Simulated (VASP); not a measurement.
Here is a VASP 6.6.1 calculation.

The input INCAR:

```
SYSTEM = Si4O
PREC = Accurate
ENCUT = 520
EDIFF = 1E-6
ISMEAR = 0
SIGMA = 0.1
LREAL = .FALSE.
LASPH = .TRUE.
NELM = 80
ALGO = Normal
ISIF = 2
LWAVE = .FALSE.
LCHARG = .FALSE.
GGA = PE
NBANDS = 19
```

Contents of KPOINTS:

```
Automatic mesh
0
G
  4 4 4
  0 0 0
```

File POSCAR:

```
Si4O
1.0
    3.7691534700      0.0000000000      0.0000000000
    0.0000000000      3.9711337700      0.0000000000
    0.0000000000      0.0000000000      5.3232063300
Si O
4 1
Direct
    0.5000000000      0.1985893900      0.0000000000
    0.5000000000      0.8014106100      0.0000000000
    0.0000000000      0.5000000000      0.6978744300
    0.0000000000      0.5000000000      0.3021255700
    0.0000000000      0.0000000000      0.0000000000
```

Potentials or basis: VASP PAW PBE potentials, release 64 (Si, O).

The run is started by

```sh
$ cat potpaw_PBE.64/Si/POTCAR potpaw_PBE.64/O/POTCAR > POTCAR
$ mpirun -np 1 vasp_std > vasp.out
```

(1) Predict the pressure.

(2) Estimate the largest force.

(3) Predict the band gap on the k mesh.

## Answers

(1) 41.1 GPa.

(2) 33.787 eV/Å.

(3) zero (bands 11 and 12 overlap by 1.58 eV).

Caveat: the k points lie up to 0.42 Å⁻¹ apart, too coarse for converged energies and pressures of a metal; forces of over 1 eV/Å act on the atoms, so gaps and moduli don't describe the material at rest.
